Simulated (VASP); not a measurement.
# Re (P6/mmm) in VASP: a series of runs, part 2 of 2

VASP 6.6.1.

### 4 Relaxation of cell and atoms, PBEsol, target pressure 70 GPa, at which the enthalpy is minimised

This run uses another cell than the first one: it holds 3 atoms, not 1.

Contents of INCAR:

```
SYSTEM = Re
ALGO = Normal
EDIFF = 1E-6
EDIFFG = -0.005
ENCUT = 600
GGA = PS
IBRION = 2
ISIF = 3
ISMEAR = -1
LASPH = .TRUE.
LCHARG = .FALSE.
LREAL = .FALSE.
LWAVE = .FALSE.
NELM = 60
NSW = 60
PREC = Accurate
PSTRESS = 700.0
SIGMA = 0.1
```

Contents of KPOINTS:

```
k-points
0
G
  9 9 12
  0 0 0
```

Contents of POSCAR:

```
Re
1.0
    4.1478955813      0.0000000000      0.0000000000
   -2.0739477906      3.5921829456      0.0000000000
    0.0000000000      0.0000000000      2.5716952604
Re
3
Direct
    0.0000000000      0.0000000000      0.0000000000
    0.3333333333      0.6666666667      0.5000000000
    0.6666666667      0.3333333333      0.5000000000
```

Potentials or basis: VASP PAW PBE potentials, release 64 (Re).

Launch:

```
> cat potpaw_PBE.64/Re/POTCAR > POTCAR
> mpirun -np 1 vasp_std > vasp.out
```

OUTCAR:

```text
SYSTEM = Re
   EDIFF = 1E-6
   EDIFFG = -0.005
   ENCUT = 600
   GGA = PS
   IBRION = 2
   ISIF = 3
   ISMEAR = -1
   LASPH = .TRUE.
   LREAL = .FALSE.
   NELM = 60
   NSW = 60
   PREC = Accurate
   PSTRESS = 700.0

 ion  position               nearest neighbor table
   1  0.000  0.000  0.000-   2 2.72   3 2.72   2 2.72   3 2.72   2 2.72   2 2.72   3 2.72   3 2.72
                             3 2.72   3 2.72   2 2.72   2 2.72
   2  0.333  0.667  0.500-   3 2.39   3 2.39   3 2.39   1 2.72   1 2.72   1 2.72   1 2.72   1 2.72
                             1 2.72
   3  0.667  0.333  0.500-   2 2.39   2 2.39   2 2.39   1 2.72   1 2.72   1 2.72   1 2.72   1 2.72
                             1 2.72

  LATTYP: Found a hexagonal cell.
 ALAT       =     4.1478955813
 C/A-ratio  =     0.6200000000

  Lattice vectors:

 A1 = (   4.1478955813,   0.0000000000,   0.0000000000)
 A2 = (  -2.0739477906,   3.5921829456,   0.0000000000)
 A3 = (   0.0000000000,   0.0000000000,   2.5716952604)

Analysis of symmetry for initial positions (statically):
=====================================================================
 Subroutine PRICEL returns:
 Original cell was already a primitive cell.

 Routine SETGRP: Setting up the symmetry group for a
 hexagonal supercell.

 Subroutine GETGRP returns: Found 24 space group operations
 (whereof 24 operations were pure point group operations)
 out of a pool of 24 trial point group operations.

The static configuration has the point symmetry D_6h.

[... 476 lines left out ...]

 Free energy of the ion-electron system (eV)
  ---------------------------------------------------
  ext. energy  EPLUGINS =         0.00000000
  ---------------------------------------------------
  free energy    TOTEN  =       -38.50644959 eV

  energy without entropy =      -38.45030217  energy(sigma->0) =      -38.47837588

 E-fermi :   9.5562     XC(G=0): -14.5308

 val. band max:        9.5558225948   @ k =   0.4444   0.1111   0.0833
 cond. band min:       9.5611820034   @ k =   0.4444   0.1111   0.3333
 fundamental gap:      0.0053594087
 Fermi energy:         9.5562152052

 k-point     1 :       0.0000    0.0000    0.0000
  band No.  band energies     occupation
      1      -1.3491      2.00000
      2       2.3592      2.00000
      3       5.7151      2.00000
      4       6.2211      2.00000
      5       6.2211      2.00000
      6       6.2319      2.00000
      7       6.2319      2.00000
      8       7.0734      2.00000
      9       8.4469      1.99997
     10       8.4469      1.99997
     11       9.5503      1.02946
     12       9.5503      1.02946
     13       9.6144      0.71708
     14       9.6144      0.71708
[... 377 lines left out ...]
      1       1.5328      2.00000
      2       2.4848      2.00000
      3       2.4848      2.00000
      4       5.3262      2.00000
      5       5.3262      2.00000
      6       5.9614      2.00000
      7       6.6681      2.00000
      8       7.8644      2.00000
      9       7.8644      2.00000
     10       8.7007      1.99962
     11       8.7007      1.99962
     12       9.9232      0.04969
     13      12.3706      0.00000
     14      12.3706      0.00000

 [... further k-points ...]

------------------------ aborting loop because EDIFF is reached ----------------------------------------

  FORCE on cell =-STRESS in cart. coord.  units (eV):
  Direction    XX          YY          ZZ          XY          YZ          ZX
  --------------------------------------------------------------------------------------
  -------------------------------------------------------------------------------------
  Total       16.8979457     16.8979457     16.8950420      0.0000000     -0.0000000      0.0000000
  in kB      699.7047117    699.7047117    699.5844769      0.0000000     -0.0000000      0.0000000
  external PRESSURE =      -0.3353666 kB  Pullay stress =     700.0000000 kB
[... 22 lines left out ...]
  energy  without entropy=      -38.4503021689  energy(sigma->0) =      -38.47837588

  enthalpy is  TOTEN    =       -21.6013726903 eV   P V=       16.9050768978

 reached required accuracy - stopping structural energy minimisation
```

CONTCAR:

```text
Re
   1.00000000000000
     4.1588116497268066    0.0000000000099401   -0.0000000000000000
    -2.0794058248046636    3.6016365381443904    0.0000000000000000
     0.0000000000000000    0.0000000000000000    2.5832150224229093
  Re
     3
Direct
     0.0000000000000000    0.0000000000000000    0.0000000000000000
     0.3333333332999970    0.6666666667000030    0.5000000000000000
     0.6666666667000030    0.3333333332999970    0.5000000000000000

  0.00000000E+00  0.00000000E+00  0.00000000E+00
  0.00000000E+00  0.00000000E+00  0.00000000E+00
  0.00000000E+00  0.00000000E+00  0.00000000E+00
```

It took 6.5 min on 1 thread of AMD EPYC 7R13, shared host; peak memory 0.22 GiB.

Results:

```
Free energy                                                : -38.5064 eV
Relaxed volume                                             : 12.90 Å³/atom
Relaxed cell                                               : a = 4.159 Å, b = 4.159 Å, c = 2.583 Å, α = 90.00°, β = 90.00°, γ = 120.00°
Space group after relaxing (to 0.1 Å)                      : P6/mmm (No. 191)
Energy change on relaxing (the run minimises the enthalpy) : -57.1 meV/atom
Ionic steps                                                : 9
Pressure after relaxing                                    : 70.0 GPa
Band gap on the k mesh                                     : zero (an odd number of electrons rules out a gap without spin polarisation)
```

Step by step:
```csv
step,energy change (eV),largest force (eV/Å),pressure (GPa),volume (Å³)
1,0.0000,0.0000,76.55,38.32
2,-0.9789,0.0000,31.73,41.29
3,-0.1768,0.0000,69.78,38.71
4,-0.1722,0.0000,69.88,38.69
5,-0.1688,0.0000,70.02,38.69
6,-0.1677,0.0000,70.19,38.69
7,-0.1686,0.0000,70.11,38.69
8,-0.1840,0.0000,69.51,38.72
9,-0.1714,0.0000,69.97,38.69
```

Final structure:
```cif
data_structure
_symmetry_space_group_name_H-M 'P 1'
_symmetry_Int_Tables_number 1
_cell_length_a 4.1588
_cell_length_b 4.1588
_cell_length_c 2.5832
_cell_angle_alpha 90.000
_cell_angle_beta 90.000
_cell_angle_gamma 120.000
_cell_volume 38.69
loop_
_atom_site_label
_atom_site_type_symbol
_atom_site_fract_x
_atom_site_fract_y
_atom_site_fract_z
_atom_site_occupancy
Re1 Re 0.00000 0.00000 0.00000 1
Re2 Re 0.33333 0.66667 0.50000 1
Re3 Re 0.66667 0.33333 0.50000 1
```

Levels at points of the mesh, in eV from the Fermi level:
| k point | band 8 | band 9 | band 10 | band 11 | band 12 | band 13 |
| --- | --- | --- | --- | --- | --- | --- |
| (0.00, 0.00, 0.00) | -2.48 | -1.11 | -1.11 | -0.01 | -0.01 | 0.06 |
| (0.00, 0.00, 0.50) | -1.38 | -0.84 | -0.84 | 3.44 | 3.44 | 4.65 |

Caveat: the cell is relaxed towards a set pressure, so the run minimises the enthalpy, not the energy; the highest band is partly filled, so the run has too few bands; the PAW data sets were made with another functional, which shifts forces and pressure a little; spin-orbit coupling is left out, which moves the levels of the heavy elements.

### 5 Overview

```csv
cell,k mesh,gap on the mesh (eV),pressure (GPa)
"relaxed to 70 GPa from a = 2.529, b = 2.529, c = 2.377 Å, angles 90.0, 90.0, 120.0°, 1 atom, atomic positions A",17 × 17 × 16,none,70.0
"relaxed to 70 GPa from a = 2.589, b = 2.589, c = 2.326 Å, angles 90.0, 90.0, 120.0°, 1 atom, atomic positions A",17 × 17 × 16,none,70.0
"relaxed to 70 GPa from a = 4.148, b = 4.148, c = 2.572 Å, angles 90.0, 90.0, 120.0°, 3 atoms, atomic positions B",9 × 9 × 12,none,70.0
```

Alike in all rows: task relaxation of cell and atoms; level PBEsol; potentials or basis VASP PAW PBE potentials, release 64 (Re); no spin polarisation; cutoff (eV) 600; smearing fermi-dirac 0.1 eV.

Caveats: the cell is relaxed towards a set pressure, so the run minimises the enthalpy, not the energy; the PAW data sets were made with another functional, which shifts forces and pressure a little; spin-orbit coupling is left out, which moves the levels of the heavy elements; the highest band is partly filled, so the run has too few bands (at least some runs).

Absolute energies hang on the potentials; compare differences alone.
